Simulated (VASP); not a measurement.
Wanted: the native input for a VASP 6.6.1 run.

```yaml
Task: single point
Functional: PBEsol
Potentials_or_basis: VASP PAW PBE potentials, release 64 (Zn, Ge_d)
Cutoff: 520 eV
k_mesh: 8 × 8 × 8
Occupations: fermi-dirac, width 0.1 eV
Spin: no spin polarisation
Dipole_correction: no
Further_INCAR_settings: ALGO = Normal; EDIFF = 1e-06; NBANDS = 35
```

The structure of ZnGe3 lies in POSCAR:

```
ZnGe3
1.0
    4.2223630000      0.0000000000      0.0000000000
    0.0000000000      4.2223630000      0.0000000000
    0.0000000000      0.0000000000      4.3068102600
Zn Ge
1 3
Direct
    0.0000000000      0.0000000000      0.0000000000
    0.0000000000      0.5000000000      0.5000000000
    0.5000000000      0.0000000000      0.5000000000
    0.5000000000      0.5000000000      0.0000000000
```

One way to write it, as run:

INCAR

```
PREC     = Accurate       # precision mode
ENCUT    = 520            # plane-wave cutoff, eV
EDIFF    = 1E-6           # SCF threshold, eV
ISMEAR   = -1             # smearing method
SIGMA    = 0.1            # smearing width, eV
LREAL    = False          # projectors in reciprocal space
LASPH    = True           # aspherical terms in the spheres
NELM     = 60             # most SCF steps
ALGO     = Normal         # electronic algorithm
ISIF     = 2              # what is computed and relaxed
LWAVE    = False          # write WAVECAR
LCHARG   = False          # write CHGCAR
GGA      = PS             # functional
NBANDS   = 35             # bands
```

KPOINTS

```
regular mesh
0
Gamma
  8 8 8
```

Potentials or basis: VASP PAW PBE potentials, release 64 (Zn, Ge_d).

Run with:

```console
$ cat potpaw_PBE.64/Zn/POTCAR potpaw_PBE.64/Ge_d/POTCAR > POTCAR
$ mpirun -np 1 vasp_std > vasp.out
```

It gave:

* Pressure: -4.9 GPa
* Band gap on the k mesh: zero (bands 27 and 28 overlap by 4.20 eV)

Caveat: the cell stands under tension; the PAW data sets were made with another functional, which shifts forces and pressure a little.

Wall time 98 s on 1 thread of Intel(R) Xeon(R) Platinum 8259CL CPU @ 2.50GHz (Skylake/Cascade Lake), on a shared host, peak memory 0.29 GiB.
